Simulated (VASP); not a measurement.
## YbCu2Te4: single point with PBE

The system is YbCu2Te4.

```
Yb Cu Te
1.0
    -2.93961    2.93961    6.14643
     2.93961   -2.93961    6.14643
     2.93961    2.93961   -6.14643
Yb Cu Te
1 2 4
Direct
  0.50000 0.50000 0.00000
  0.75000 0.25000 0.50000
  0.25000 0.75000 0.50000
  0.04982 0.04982 0.37454
  0.32472 0.95018 0.00000
  0.67528 0.67528 0.62546
  0.95018 0.32472 0.00000
```

The cell was generated, and may not be a known phase.

- Program: VASP 6.6.1
- Task: single point
- Functional: PBE
- Potentials or basis: VASP PAW PBE potentials, release 64 (Yb, Cu, Te)
- Cutoff: 600 eV
- k mesh: 4 × 4 × 4
- Occupations: gaussian, width 0.1 eV
- Spin: collinear spin, ferromagnetic start
- Starting moments: [1.0, 0.0, 0.0, 0.0, 0.0, 0.0, 0.0] μB

The pressure is 0.0 GPa, the largest force is 0.067 eV/Å and the band gap on the k mesh is zero (filled and empty bands overlap). The net moment is 0.00 μB per cell and the valence electrons inside the program's atomic spheres are Yb 22.04; Cu 9.96; Te 3.37.

Forces on the atoms (eV/Å):
```
Yb   0.000  0.000  0.000
Cu   0.000  0.000  0.000
Cu   0.000  0.000  0.000
Te  -0.040 -0.040  0.037
Te   0.040 -0.040 -0.037
Te   0.040  0.040  0.037
Te  -0.040  0.040 -0.037
```

Stress tensor (GPa, compression positive):
```
-0.09  0.00  0.00
 0.00 -0.09  0.00
 0.00  0.00  0.08
```

Levels at points of the mesh, in eV from the Fermi level:
Spin up:
```csv
k point,band 31,band 32,band 33,band 34,band 35,band 36,band 37,band 38,band 39,band 40
"(0.00, 0.00, 0.00)",-0.26,-0.25,-0.22,-0.22,0.48,0.70,0.70,1.99,2.56,2.66
"(0.50, 0.00, 0.00)",-0.28,-0.24,-0.22,-0.21,-0.18,0.25,0.29,3.01,3.26,3.31
"(0.50, 0.50, 0.00)",-0.25,-0.23,-0.16,-0.03,0.04,0.26,0.46,2.91,2.97,3.10
"(0.50, 0.50, 0.50)",-0.27,-0.26,-0.22,-0.20,-0.20,0.30,0.30,2.28,2.67,2.84
```
Spin down:
| k point | band 31 | band 32 | band 33 | band 34 | band 35 | band 36 | band 37 | band 38 | band 39 | band 40 |
| --- | --- | --- | --- | --- | --- | --- | --- | --- | --- | --- |
| (0.00, 0.00, 0.00) | -0.26 | -0.25 | -0.22 | -0.22 | 0.48 | 0.70 | 0.70 | 1.99 | 2.56 | 2.66 |
| (0.50, 0.00, 0.00) | -0.28 | -0.24 | -0.22 | -0.21 | -0.18 | 0.25 | 0.29 | 3.01 | 3.26 | 3.31 |
| (0.50, 0.50, 0.00) | -0.25 | -0.23 | -0.16 | -0.03 | 0.04 | 0.26 | 0.46 | 2.91 | 2.97 | 3.10 |
| (0.50, 0.50, 0.50) | -0.27 | -0.26 | -0.22 | -0.20 | -0.20 | 0.30 | 0.30 | 2.28 | 2.67 | 2.84 |

Wall time 45 min on 1 thread of Intel(R) Xeon(R) 6975P-C (Granite Rapids), with other jobs on the host, peak memory 0.89 GiB.

Caveat: spin-orbit coupling is left out, which moves the levels of the heavy elements. The state reached can hang on the start; a lower one may exist.
